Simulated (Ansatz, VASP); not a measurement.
## Two plane-wave programs on Tl

File INCAR:

```
SYSTEM = Tl
ALGO     = Fast           ! electronic algorithm
EDIFF    = 1E-6           ! SCF threshold, eV
ENCUT    = 520            ! plane-wave cutoff, eV
GGA      = PS             ! functional
ISIF     = 2              ! what is computed and relaxed
ISMEAR   = 0              ! smearing method
LASPH    = .TRUE.         ! aspherical terms in the spheres
LCHARG   = .TRUE.         ! write CHGCAR
LELF     = .TRUE.         ! ELF
LREAL    = .FALSE.        ! projectors in reciprocal space
LVHAR    = .TRUE.       
LWAVE    = .FALSE.        ! write WAVECAR
NBANDS   = 12             ! bands
NELM     = 80             ! most SCF steps
PREC     = Accurate       ! precision mode
SIGMA    = 0.1            ! smearing width, eV
```

Contents of KPOINTS:

```
k-points
0
G
  16 16 16
  0 0 0
```

POSCAR

```
Tl
1.0
    0.0000000000      2.2619739872      2.2619739872
    2.2619739872      0.0000000000      2.2619739872
    2.2619739872      2.2619739872      0.0000000000
Tl
1
Direct
    0.0000000000      0.0000000000      0.0000000000
```

Input for Ansatz:

```yaml
crystal:
  lattice:
    - [0.0, 2.2619739872, 2.2619739872]
    - [2.2619739872, 0.0, 2.2619739872]
    - [2.2619739872, 2.2619739872, 0.0]
  atoms:
    - { symbol: Tl, position: [0.0, 0.0, 0.0] }
basis:
  ecutwfc: 420
kpoints:
  mp_grid: { grid: [16, 16, 16] }
hamiltonian:
  xc: pbesol
scf:
  occupations: { method: gaussian, width: 0.1 }
output:
  forces: true
  stress: true
  eigenvalues: true
```

Alike in both runs: task single point; functional PBEsol; k mesh 16 × 16 × 16; occupations gaussian, width 0.1 eV; no spin polarisation.

```csv
,VASP,Ansatz
version,VASP 6.6.1,Ansatz 0.2.0
potentials or method,"VASP PAW PBE potentials, release 64 (Tl_d), cutoff 520 eV","scalar-relativistic, plane waves, PAW"
valence electrons in the cell,13,13
```

|  | VASP | Ansatz | Ansatz less VASP |
| --- | --- | --- | --- |
| gap on the k mesh at the Fermi level (eV) | none | none | - |
| pressure (GPa) | 13.1 | 13.1 | +0.03 |

VASP's potentials were made for PBE, not for PBEsol. A gap of «none» marks a metal or a gap that the smearing closes.

Spin-orbit coupling is off throughout.
